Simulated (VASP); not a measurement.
Set up this calculation in VASP 6.6.1, as the native input.

| Item | Value |
| --- | --- |
| Task | single point |
| Functional | PBE |
| Potentials or basis | VASP PAW PBE potentials, release 64 (Ni) |
| Cutoff | 600 eV |
| k mesh | 14 × 14 × 14 |
| Occupations | fermi-dirac, width 0.1 eV |
| Spin | collinear spin, ferromagnetic start |
| Starting moments | [1.5] μB |
| Dipole correction | no |
| Further INCAR settings | ALGO = Normal; EDIFF = 1e-06; NBANDS = 15 |

The structure of Ni lies in POSCAR:

```
Ni
1.0
    0.0000000000      1.7619350000      1.7619350000
    1.7619350000      0.0000000000      1.7619350000
    1.7619350000      1.7619350000      0.0000000000
Ni
1
Direct
    0.0000000000      0.0000000000      0.0000000000
```

One way to write it, as run:

INCAR

```
ALGO     = Normal         # electronic algorithm
EDIFF    = 1E-6           # SCF threshold, eV
ENCUT    = 600            # plane-wave cutoff, eV
GGA      = PE             # functional
GGA_COMPAT= False        
ISIF     = 2              # what is computed and relaxed
ISMEAR   = -1             # smearing method
ISPIN    = 2              # spin polarisation
LASPH    = True           # aspherical terms in the spheres
LCHARG   = False          # write CHGCAR
LMAXMIX  = 4              # l up to which the mixer works
LORBIT   = 11             # projections on sites
LREAL    = False          # projectors in reciprocal space
LWAVE    = False          # write WAVECAR
MAGMOM   = 1.5            # initial moments
NBANDS   = 15             # bands
NELM     = 200            # most SCF steps
PREC     = Accurate       # precision mode
SIGMA    = 0.1            # smearing width, eV
```

KPOINTS

```
k-points
0
Gamma
  14 14 14
```

Potentials or basis: VASP PAW PBE potentials, release 64 (Ni).

The run is started by

```bash
$ cat potpaw_PBE.64/Ni/POTCAR > POTCAR
$ mpirun -np 1 vasp_std > vasp.out
```

It gave:

The pressure is -0.7 GPa and the net moment is 0.60 μB per cell. The site moments are Ni +0.61 μB and the valence electrons inside the program's atomic spheres are Ni 9.30.

It took 20 s on 1 thread of Intel(R) Xeon(R) 6975P-C (Granite Rapids) (shared host), peak memory 0.15 GiB.
